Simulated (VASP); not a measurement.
Input of a VASP 6.6.1 run:

INCAR

```
PREC     = Accurate       # precision mode
ENCUT    = 600            # plane-wave cutoff, eV
EDIFF    = 1E-6           # SCF threshold, eV
ISMEAR   = -1             # smearing method
SIGMA    = 0.08           # smearing width, eV
LREAL    = False          # projectors in reciprocal space
LASPH    = True           # aspherical terms in the spheres
NELM     = 80             # most SCF steps
ALGO     = Normal         # electronic algorithm
ISIF     = 3              # what is computed and relaxed
LWAVE    = False          # write WAVECAR
LCHARG   = False          # write CHGCAR
GGA      = PE             # functional
IBRION   = 2              # ionic algorithm
NSW      = 60             # ionic steps
EDIFFG   = -0.005         # ionic threshold
PSTRESS  = 970.0
```

The input KPOINTS:

```
regular mesh
0
Gamma
  16 16 16
```

POSCAR

```
W
1.0
    2.4005257769      0.0000000000      0.0000000000
    0.0000000000      2.4005257769      0.0000000000
    0.0000000000      0.0000000000      2.4005257769
W
1
Direct
    0.0000000000      0.0000000000      0.0000000000
```

Potentials or basis: VASP PAW PBE potentials, release 64 (W_sv).

Command:

```console
$ cat potpaw_PBE.64/W_sv/POTCAR > POTCAR
$ mpirun -np 1 vasp_std > vasp.out
```

Q: Predict the relaxed volume.

A: 14.22 Å³/atom.

Q: What does it give for the relaxed cell?

A: a = 2.423 Å, b = 2.423 Å, c = 2.423 Å, α = 90.00°, β = 90.00°, γ = 90.00°.

The path:
```tsv
step	energy change (eV)	largest force (eV/Å)	pressure (GPa)	volume (Å³)
1	0.0000	0.0000	113.69	13.83
2	-1.1705	0.0000	21.66	16.92
3	-0.2761	0.0000	95.55	14.26
4	-0.2550	0.0000	96.94	14.22
5	-0.2503	0.0000	97.24	14.21
6	-0.2506	0.0000	97.29	14.21
7	-0.2516	0.0000	97.21	14.22
8	-0.2516	0.0000	97.18	14.22
9	-0.2516	0.0000	97.18	14.22
10	-0.2517	0.0000	97.18	14.22
11	-0.2518	0.0000	97.18	14.22
12	-0.2520	0.0000	97.18	14.22
13	-0.2524	0.0000	97.19	14.22
14	-0.2533	0.0000	97.09	14.22
15	-0.2551	0.0000	96.98	14.22
```

Caveat: the cell is relaxed towards a set pressure, so the enthalpy falls and the energy may rise.
